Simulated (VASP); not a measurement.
## SiNi3: single point with PBE

The system is SiNi3.

```xyz
4
Lattice="3.5064 0.0000 0.0000 0.0000 3.5064 0.0000 0.0000 0.0000 3.5064" Properties=species:S:1:pos:R:3 pbc="T T T"
Si    0.0000    0.0000    0.0000
Ni    0.0000    1.7532    1.7532
Ni    1.7532    0.0000    1.7532
Ni    1.7532    1.7532    0.0000
```

```
Program                : VASP 6.6.1
Task                   : single point
Functional             : PBE
Potentials or basis    : VASP PAW PBE potentials, release 64 (Si, Ni)
Cutoff                 : 520 eV
k mesh                 : 6 × 6 × 6
Occupations            : fermi-dirac, width 0.02 eV
Spin                   : no spin polarisation
Dipole correction      : no
Further INCAR settings : ALGO = Normal; EDIFF = 1e-07; NBANDS = 25
```

The pressure is 0.0 GPa and the band gap on the k mesh is zero (bands 17 and 18 overlap by 0.24 eV).

Levels at points of the mesh, in eV from the Fermi level:
```csv
k point,band 15,band 16,band 17,band 18,band 19,band 20
"(0.00, 0.00, 0.00)",-0.63,-0.30,0.02,0.02,0.02,4.81
"(0.50, 0.00, 0.00)",-1.15,-0.57,0.02,3.59,3.59,5.19
"(0.50, 0.50, 0.00)",-1.11,-1.02,-0.95,0.64,0.64,5.58
"(0.50, 0.50, 0.50)",-1.25,-0.40,-0.22,-0.22,-0.22,1.20
```

It took 40 s on 1 thread of Intel Xeon 8259CL, on a shared host, peak memory 0.16 GiB.

Spin polarisation is off, so any magnetic state and its effect on volume and gap are missing.
